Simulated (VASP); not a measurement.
# MnHg (P4/mmm) in VASP: single point with PBE

Aim: the single point of MnHg with PBE.

Program: VASP 6.6.1. These are calculated values, not measurements. Logs are shortened: lines on timing, memory, paths and dates and some standing lists are left out, and cuts for length are marked.

### Step 1. The cell of the first run

Symmetry: P4/mmm, No. 123, tetragonal system. The conventional cell has a = 3.383 Å, b = 3.383 Å, c = 3.182 Å, α = 90.00°, β = 90.00°, γ = 90.00°. Within 3.8 Å of Mn (site symmetry 4/mmm) lie 8 Hg at 2.87 Å and 6 Mn at 3.18 to 3.38 Å. Hg (site symmetry 4/mmm) has 8 Mn at 2.87 Å and 6 Hg at 3.18 to 3.38 Å within 3.8 Å.

### Step 2. Single point, PBE, collinear spin, ferromagnetic start (z stretched by -4 % at fixed volume)

Input file INCAR:

```
ALGO = Normal ; EDIFF = 1E-6
ENCUT = 520 ; GGA = PE
ISIF = 2 ; ISMEAR = -1
ISPIN = 2 ; LASPH = T
LCHARG = F ; LMAXMIX = 4
LORBIT = 11 ; LREAL = F
LWAVE = F ; MAGMOM = 4 0
NBANDS = 24 ; NELM = 150
PREC = Accurate ; SIGMA = 0.08
```

Input file KPOINTS:

```
k-points
0
Gamma
  11 11 11
```

Input file POSCAR:

```
MnHg
1.0
    3.3833577074      0.0000000000      0.0000000000
    0.0000000000      3.3833577074      0.0000000000
    0.0000000000      0.0000000000      3.1824000000
Mn Hg
1 1
Direct
    0.5000000000      0.5000000000      0.5000000000
    0.0000000000      0.0000000000      0.0000000000
```

Potentials or basis: VASP PAW PBE potentials, release 64 (Mn_pv, Hg).

Launch:

```bash
$ cat potpaw_PBE.64/Mn_pv/POTCAR potpaw_PBE.64/Hg/POTCAR > POTCAR
$ mpirun -np 1 vasp_std > vasp.out
```

OUTCAR:

```text
EDIFF = 1E-6
   ENCUT = 520
   GGA = PE
   ISIF = 2
   ISMEAR = -1
   ISPIN = 2
   LASPH = T
   LORBIT = 11
   LREAL = F
   NELM = 150
   PREC = Accurate

 ion  position               nearest neighbor table
   1  0.500  0.500  0.500-   2 2.87   2 2.87   2 2.87   2 2.87   2 2.87   2 2.87   2 2.87   2 2.87

   2  0.000  0.000  0.000-   1 2.87   1 2.87   1 2.87   1 2.87   1 2.87   1 2.87   1 2.87   1 2.87

  LATTYP: Found a simple tetragonal cell.
 ALAT       =     3.3833577074
 C/A-ratio  =     0.9406040612

  Lattice vectors:

 A1 = (   3.3833577074,   0.0000000000,   0.0000000000)
 A2 = (   0.0000000000,   3.3833577074,   0.0000000000)
 A3 = (   0.0000000000,   0.0000000000,   3.1824000000)

Analysis of symmetry for initial positions (statically):
=====================================================================
 Subroutine PRICEL returns:
 Original cell was already a primitive cell.

 Routine SETGRP: Setting up the symmetry group for a
 simple tetragonal supercell.

 Subroutine GETGRP returns: Found 16 space group operations
 (whereof 16 operations were pure point group operations)
 out of a pool of 16 trial point group operations.

The static configuration has the point symmetry D_4h.

Analysis of symmetry for dynamics (positions and initial velocities):
=====================================================================
 Subroutine PRICEL returns:
 Original cell was already a primitive cell.

 Routine SETGRP: Setting up the symmetry group for a
 simple tetragonal supercell.

 Subroutine GETGRP returns: Found 16 space group operations
 (whereof 16 operations were pure point group operations)
 out of a pool of 16 trial point group operations.

The dynamic configuration has the point symmetry D_4h.

Analysis of structural, dynamic, and magnetic symmetry:
=====================================================================
 Subroutine PRICEL returns:
 Original cell was already a primitive cell.

 Routine SETGRP: Setting up the symmetry group for a
 simple tetragonal supercell.

 Subroutine GETGRP returns: Found 16 space group operations
 (whereof 16 operations were pure point group operations)
 out of a pool of 16 trial point group operations.

The overall configuration has the point symmetry D_4h.

 Subroutine INISYM returns: Found 16 space group operations
 (whereof 16 operations are pure point group operations),
 and found     1 'primitive' translations

----------------------------------------------------------------------------------------

                                     Primitive cell

  volume of cell :      36.4293

  direct lattice vectors                    reciprocal lattice vectors
     3.383357707  0.000000000  0.000000000     0.295564373  0.000000000  0.000000000
     0.000000000  3.383357707  0.000000000     0.000000000  0.295564373  0.000000000
     0.000000000  0.000000000  3.182400000     0.000000000  0.000000000  0.314228255

  length of vectors
     3.383357707  3.383357707  3.182400000     0.295564373  0.295564373  0.314228255

  position of ions in fractional coordinates (direct lattice)
     0.500000000  0.500000000  0.500000000
     0.000000000  0.000000000  0.000000000

  ion indices of the primitive-cell ions
   primitive index   ion index
                 1           1
                 2           2

----------------------------------------------------------------------------------------

 KPOINTS: k-points

Automatic generation of k-mesh.
 Grid dimensions read from file:
 generate k-points for:   11   11   11

 Generating k-lattice:

  Cartesian coordinates                     Fractional coordinates (reciprocal lattice)
     0.026869488  0.000000000  0.000000000     0.090909091  0.000000000  0.000000000
     0.000000000  0.026869488  0.000000000     0.000000000  0.090909091  0.000000000
     0.000000000  0.000000000  0.028566205     0.000000000  0.000000000  0.090909091

  Length of vectors
     0.026869488  0.026869488  0.028566205

  Shift w.r.t. Gamma in fractional coordinates (k-lattice)
     0.000000000  0.000000000  0.000000000

 Subroutine IBZKPT returns following result:
 ===========================================

 Found    126 irreducible k-points:

 Following reciprocal coordinates:
            Coordinates               Weight
  0.000000  0.000000  0.000000      1.000000
  0.090909  0.000000  0.000000      4.000000
  0.181818  0.000000  0.000000      4.000000
  0.272727  0.000000  0.000000      4.000000
  0.363636  0.000000  0.000000      4.000000
  0.454545  0.000000  0.000000      4.000000
[... 16 lines left out ...]
  0.090909  0.000000  0.090909      8.000000
  0.181818  0.000000  0.090909      8.000000
 [... further k-points ...]
   k-points           NKPTS =    126   k-points in BZ     NKDIM =    126   number of bands    NBANDS=     24
   number of dos      NEDOS =    301   number of ions     NIONS =      2
   total plane-waves  NPLWV =  18816
   dimension x,y,z NGX =    28 NGY =   28 NGZ =   24
   dimension x,y,z NGXF=    56 NGYF=   56 NGZF=   48
   ions per type =               1   1
   NGX,Y,Z   is equivalent  to a cutoff of  13.76, 13.76, 12.54 a.u.
   NGXF,Y,Z  is equivalent  to a cutoff of  27.52, 27.52, 25.07 a.u.
 SYSTEM =  unknown system
   PREC   = accura    normal or accurate (medium, high low for compatibility)
   ISTART =      0    job   : 0-new  1-cont  2-samecut
   ICHARG =      2    charge: 1-file 2-atom 10-const
   ISPIN  =      2    spin polarized calculation?
   LNONCOLLINEAR =      F non collinear calculations
   LSORBIT =      F    spin-orbit coupling
   LASPH  =      T    aspherical Exc in radial PAW
   ENCUT  =  520.0 eV  38.22 Ry    6.18 a.u.   6.29  6.29  5.92*2*pi/ulx,y,z
   NELM   =    150;   NELMIN=  2; NELMDL= -5     # of ELM steps
   EDIFF  = 0.1E-05   stopping-criterion for ELM
   LREAL  =      F    real-space projection
   EDIFFG = 0.1E-04   stopping-criterion for IOM
   NSW    =      0    number of steps for IOM
   IBRION =     -1    ionic relax: 0-MD 1-quasi-New 2-CG
   NFREE  =      0    steps in history (QN), initial steepest desc. (CG)
   ISIF   =      2    stress and relaxation
   ISYM   =      2    0-nonsym 1-usesym 2-fastsym
   POTIM  = 0.5000    time-step for ionic-motion
   TEBEG  =    0.0;   TEEND  =   0.0 temperature during run
   PSTRESS=    0.0 pullay stress
   NELECT =      25.0000    total number of electrons
   NUPDOWN=      -1.0000    fix difference up-down
   EMIN   =  10.00;   EMAX   =-10.00  energy-range for DOS
   EFERMI =   0.00;   METHOD = LEGACY
   ISMEAR =    -1;   SIGMA  =   0.08  broadening in eV -4-tet -1-fermi 0-gaus
   EFERMI_NEDOS =   21; number of points for ismear=-14 and -15
   IALGO  =     38    algorithm
   IMIX   =      4    mixing-type and parameters
     AMIX     =   0.40;   BMIX     =  1.00
     AMIX_MAG =   1.60;   BMIX_MAG =  1.00
  volume/ion in A,a.u.               =      18.21       122.92
  Fermi-wavevector in a.u.,A,eV,Ry     =   1.444014  2.728790 28.370534  2.085175
  Thomas-Fermi vector in A             =   2.562356
   LORBIT       =     11    0 simple, 1 ext, 2 COOP (PROOUT), +10 PAW based schemes
   GGA     = PE    functional components
   LHFCALC =     F    Hartree Fock is set to
   AEXX    =    0.0000 exact exchange contribution
   IVDW    =     0    specifies the selected vdW correction
   LEPSILON=     F    determine dielectric tensor
   LRPA    =     F    only Hartree local field effects (RPA)
 spin polarized calculation
  energy-cutoff  :      520.00
  volume of cell :       36.43
 maximum number of plane-waves:       998
 NGX is ok and might be reduce to    28
   NGX = 13   NGY = 13   NGZ = 11

 number of electron      24.9999999 magnetization       3.8983520

 Free energy of the ion-electron system (eV)
  ---------------------------------------------------
  ext. energy  EPLUGINS =         0.00000000
  ---------------------------------------------------
  free energy    TOTEN  =        -8.50253453 eV

  energy without entropy =       -8.46712691  energy(sigma->0) =       -8.48483072

 E-fermi :   5.5217     XC(G=0): -11.6826

 val. band max:        5.5198752244   @ k =   0.1818   0.1818   0.4545
 cond. band min:       5.5308627968   @ k =   0.4545   0.0000   0.0909
 fundamental gap:      0.0109875723
 Fermi energy:         5.5217190988

 spin component 1

 k-point     1 :       0.0000    0.0000    0.0000
  band No.  band energies     occupation
      1     -44.6347      1.00000
      2     -44.6347      1.00000
      3     -44.5818      1.00000
      4      -4.1291      1.00000
      5      -2.8003      1.00000
      6      -2.6984      1.00000
[... 16 lines left out ...]
     23      23.3308      0.00000
     24      26.0280      0.00000

 k-point     2 :       0.0909    0.0000    0.0000
  band No.  band energies     occupation
      1     -44.6358      1.00000
      2     -44.6347      1.00000
      3     -44.5818      1.00000
      4      -4.0089      1.00000
      5      -2.7729      1.00000
      6      -2.6484      1.00000
[... 16 lines left out ...]
     23      23.3058      0.00000
     24      24.5694      0.00000

 k-point     3 :       0.1818    0.0000    0.0000
  band No.  band energies     occupation
      1     -44.6385      1.00000
      2     -44.6345      1.00000
      3     -44.5816      1.00000
      4      -3.6748      1.00000
      5      -2.7061      1.00000
      6      -2.4762      1.00000
[... 16 lines left out ...]
     23      22.6305      0.00000
     24      22.7911      0.00000
[... 514 lines left out ...]
 k-point    23 :       0.0909    0.0000    0.0909
  band No.  band energies     occupation
      1     -44.6356      1.00000
      2     -44.6345      1.00000
      3     -44.5839      1.00000
      4      -3.8629      1.00000
      5      -2.7056      1.00000
      6      -2.6223      1.00000
[... 16 lines left out ...]
     23      22.3068      0.00000
     24      24.5757      0.00000

 k-point    24 :       0.1818    0.0000    0.0909
  band No.  band energies     occupation
      1     -44.6383      1.00000
      2     -44.6344      1.00000
      3     -44.5837      1.00000
      4      -3.5327      1.00000
      5      -2.6486      1.00000
      6      -2.4507      1.00000
[... 16 lines left out ...]
     23      21.2779      0.00000
     24      24.2332      0.00000

 [... further k-points ...]

 spin component 2

 k-point     1 :       0.0000    0.0000    0.0000
  band No.  band energies     occupation
      1     -40.5944      1.00000
      2     -40.5944      1.00000
      3     -40.5664      1.00000
      4      -3.9175      1.00000
      5      -2.7918      1.00000
      6      -2.6715      1.00000
[... 16 lines left out ...]
     23      23.3664      0.00000
     24      26.9389      0.00000

 k-point     2 :       0.0909    0.0000    0.0000
  band No.  band energies     occupation
      1     -40.5957      1.00000
      2     -40.5943      1.00000
      3     -40.5663      1.00000
      4      -3.8009      1.00000
      5      -2.7664      1.00000
      6      -2.6225      1.00000
[... 16 lines left out ...]
     23      23.3845      0.00000
     24      25.2010      0.00000

 k-point     3 :       0.1818    0.0000    0.0000
  band No.  band energies     occupation
      1     -40.5991      1.00000
      2     -40.5941      1.00000
      3     -40.5661      1.00000
      4      -3.4890      1.00000
      5      -2.7074      1.00000
      6      -2.4374      1.00000
[... 16 lines left out ...]
     23      23.1294      0.00000
     24      23.1711      0.00000
[... 514 lines left out ...]
 k-point    23 :       0.0909    0.0000    0.0909
  band No.  band energies     occupation
      1     -40.5955      1.00000
      2     -40.5941      1.00000
      3     -40.5689      1.00000
      4      -3.6526      1.00000
      5      -2.7019      1.00000
      6      -2.6017      1.00000
[... 16 lines left out ...]
     23      22.5058      0.00000
     24      25.3274      0.00000

 k-point    24 :       0.1818    0.0000    0.0909
  band No.  band energies     occupation
      1     -40.5989      1.00000
      2     -40.5939      1.00000
      3     -40.5687      1.00000
      4      -3.3411      1.00000
      5      -2.6545      1.00000
      6      -2.4166      1.00000
[... 16 lines left out ...]
     23      21.7312      0.00000
     24      24.8515      0.00000

 [... further k-points ...]
[... 5 lines left out ...]
  --------------------------------------------------------------------------------------
  -------------------------------------------------------------------------------------
  Total        0.1102793      0.1102793      0.3798392      0.0000000      0.0000000      0.0000000
  in kB        4.8501370      4.8501370     16.7055102      0.0000000      0.0000000      0.0000000
  external PRESSURE =       8.8019281 kB  Pullay stress =       0.0000000 kB

 VOLUME and BASIS-vectors are now :
 -----------------------------------------------------------------------------
  energy-cutoff  :      520.00
  volume of cell :       36.43
      direct lattice vectors                 reciprocal lattice vectors
     3.383357707  0.000000000  0.000000000     0.295564373  0.000000000  0.000000000
     0.000000000  3.383357707  0.000000000     0.000000000  0.295564373  0.000000000
     0.000000000  0.000000000  3.182400000     0.000000000  0.000000000  0.314228255

 POSITION                                       TOTAL-FORCE (eV/Angst)
 -----------------------------------------------------------------------------------
      1.69168      1.69168      1.59120         0.000000      0.000000      0.000000
      0.00000      0.00000      0.00000         0.000000      0.000000      0.000000
 -----------------------------------------------------------------------------------
    total drift:                                0.000000      0.000000      0.000000

  FREE ENERGIE OF THE ION-ELECTRON SYSTEM (eV)
  ---------------------------------------------------
  free  energy   TOTEN  =        -8.5025345270 eV

  energy  without entropy=       -8.4671269125  energy(sigma->0) =       -8.48483072

 total charge

# of ion       s       p       d       tot
------------------------------------------
    1        0.251   6.172   4.981  11.404
    2        0.816   0.517   9.257  10.589
--------------------------------------------------
tot          1.067   6.689  14.237  21.993

 magnetization (x)

# of ion       s       p       d       tot
------------------------------------------
    1        0.028   0.016   3.768   3.812
    2       -0.043  -0.059   0.047  -0.054
--------------------------------------------------
tot         -0.015  -0.043   3.815   3.757
```

Wall time 2.7 min (1 thread of Intel Xeon Platinum 8259CL at 2.50GHz (Skylake/Cascade Lake), shared host); peak memory 0.29 GiB.

Results:

- Free energy: -8.5025 eV
- Pressure: 0.9 GPa
- Net moment: 3.90 μB per cell
- Site moments: Mn +3.81; Hg -0.05 μB
- Valence electrons inside the program's atomic spheres: Mn 11.40; Hg 10.59

Stress tensor (GPa, compression positive):
```
0.49 0.00 0.00
0.00 0.49 0.00
0.00 0.00 1.67
```

Levels at points of the mesh, in eV from the Fermi level:
Spin up:
```
           k point  band 11  band 12  band 13  band 14  band 15  band 16  band 17  band 18
(0.00, 0.00, 0.00)    -2.87    -2.06    -2.04    -2.04     4.32     4.32     6.10     8.32
```
Spin down:
```csv
k point,band 9,band 10,band 11,band 12,band 13,band 14
"(0.00, 0.00, 0.00)",-7.01,0.22,0.41,1.43,1.53,1.53
```

Caveat: spin-orbit coupling is left out, which moves the levels of the heavy elements.
